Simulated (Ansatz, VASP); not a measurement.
One calculation of TeMo2, two programs

```
Te Mo
1.0
     0.00000    3.24701    3.24701
     3.24701    0.00000    3.24701
     3.24701    3.24701    0.00000
Te Mo
1 2
Direct
  0.00000 0.00000 0.00000
  0.25000 0.25000 0.25000
  0.75000 0.75000 0.75000
```

Change from the starting cell: species swapped into the Ga2Pt type (Fm-3m, No. 225).

Alike in both runs: task relaxation of cell and atoms; functional PBE; k mesh 5 × 5 × 5; occupations gaussian, width 0.2 eV; no spin polarisation.

```csv
,VASP,Ansatz
version,VASP 6.6.1,Ansatz 0.2.0
potentials or method,"VASP PAW PBE potentials, release 64 (Te, Mo_sv), cutoff 500 eV","scalar-relativistic, plane waves, PAW"
valence electrons in the cell,34,44
```

```tsv
	VASP	Ansatz	Ansatz less VASP
gap on the k mesh at the Fermi level, each at its own relaxed structure (eV)	none	none	-
relaxed volume (Å³/atom)	20.27	20.24	-0.024
relaxed cell length with the largest relative difference (Å)	4.414	4.412	-0.0017
```

A gap of «none» marks a metal or a gap that the smearing closes. VASP's potentials hold 34 valence electrons a cell and Ansatz's 44, so a difference there can come from the potentials and not from the codes.

Neither program's run includes spin-orbit coupling.
